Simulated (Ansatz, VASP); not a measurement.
**SiC: VASP beside Ansatz**

File INCAR:

```
PREC = Accurate
ENCUT = 520
EDIFF = 1E-7
ISMEAR = 0
SIGMA = 0.05
LREAL = False
LASPH = True
NELM = 80
ALGO = Normal
ISIF = 2
LWAVE = False
LCHARG = False
GGA = PE
NBANDS = 11
```

File KPOINTS:

```
regular mesh
0
Gamma
  12 12 12
```

File POSCAR:

```
SiC
1.0
    0.0000000000      2.1427105134      2.1427105134
    2.1427105134      0.0000000000      2.1427105134
    2.1658517869      2.1658517869     -0.0231412735
Si C
1 1
Direct
    0.0000000000      0.0000000000      0.0000000000
    0.7500000000      0.7500000000      0.7500000000
```

Input for Ansatz:

```yaml
crystal:
  lattice:
    - [0.0, 2.1427105134, 2.1427105134]
    - [2.1427105134, 0.0, 2.1427105134]
    - [2.1658517869, 2.1658517869, -0.0231412735]
  atoms:
    - { symbol: Si, position: [0.0, 0.0, 0.0] }
    - { symbol: C, position: [0.75, 0.75, 0.75] }
basis:
  ecutwfc: 520.0
kpoints:
  mp_grid: { grid: [12, 12, 12] }
hamiltonian:
  xc: pbe
scf:
  occupations: { method: gaussian, width: 0.05 }
output:
  forces: true
  stress: true
  eigenvalues: true
```

Alike in both runs: task single point; functional PBE; k mesh 12 × 12 × 12; occupations gaussian, width 0.05 eV; no spin polarisation.

```csv
,VASP,Ansatz
version,VASP 6.6.1,Ansatz 0.2.0
potentials or method,"VASP PAW PBE potentials, release 64 (Si, C), cutoff 520 eV","scalar-relativistic, plane waves, PAW"
valence electrons in the cell,8,8
```

Ansatz gave:

```
gap on the k mesh at the Fermi level (eV)                     : 1.29
least direct gap on the mesh (eV)                             : 4.49
pressure (GPa)                                                : 11.6
traceless stress, the component that is largest in VASP (GPa) : -3.17
rms of the force components (eV/Å)                            : 0.102
```

Estimate VASP's values.

gap on the k mesh at the Fermi level (eV): 1.29; least direct gap on the mesh (eV): 4.48; pressure (GPa): 11.5; traceless stress, the component that is largest in VASP (GPa): -3.19; rms of the force components (eV/Å): 0.102.

Atom by atom the forces differ by 0.000 eV/Å (rms over components).
